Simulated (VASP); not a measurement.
Set up this calculation in VASP 6.6.1, as the native input.

```
Task                   : single point
Functional             : PBEsol
Potentials or basis    : VASP PAW PBE potentials, release 64 (F)
Cutoff                 : 520 eV
k mesh                 : 14 × 14 × 14
Occupations            : fermi-dirac, width 0.08 eV
Spin                   : no spin polarisation
Dipole correction      : no
Further INCAR settings : ALGO = Normal; EDIFF = 1e-06; NBANDS = 14
```

The structure of F lies in POSCAR:

```
F
1.0
    0.0000000000      2.3910339806      2.3910339806
    2.3910339806      0.0000000000      2.3910339806
    2.3910339806      2.3910339806      0.0000000000
F
2
Direct
   -0.1250000000     -0.1250000000     -0.1250000000
    0.1250000000      0.1250000000      0.1250000000
```

The input as run:

INCAR

```
SYSTEM = F
PREC = Accurate
ENCUT = 520
EDIFF = 1E-6
ISMEAR = -1
SIGMA = 0.08
LREAL = .FALSE.
LASPH = .TRUE.
NELM = 100
ALGO = Normal
ISIF = 2
LWAVE = .FALSE.
LCHARG = .FALSE.
GGA = PS
NBANDS = 14
```

KPOINTS

```
Automatic mesh
0
G
  14 14 14
  0 0 0
```

Potentials or basis: VASP PAW PBE potentials, release 64 (F).

Launch:

```sh
$ cat potpaw_PBE.64/F/POTCAR > POTCAR
$ mpirun -np 1 vasp_std > vasp.out
```

It gave:

The pressure is -0.6 GPa and the band gap on the k mesh is zero (bands 7 and 8 overlap by 1.07 eV).

Caveat: the PAW data sets were made with another functional, which shifts forces and pressure a little.

It took 56 s on 1 thread of Intel Xeon 8259CL (shared host), peak memory 0.16 GiB.
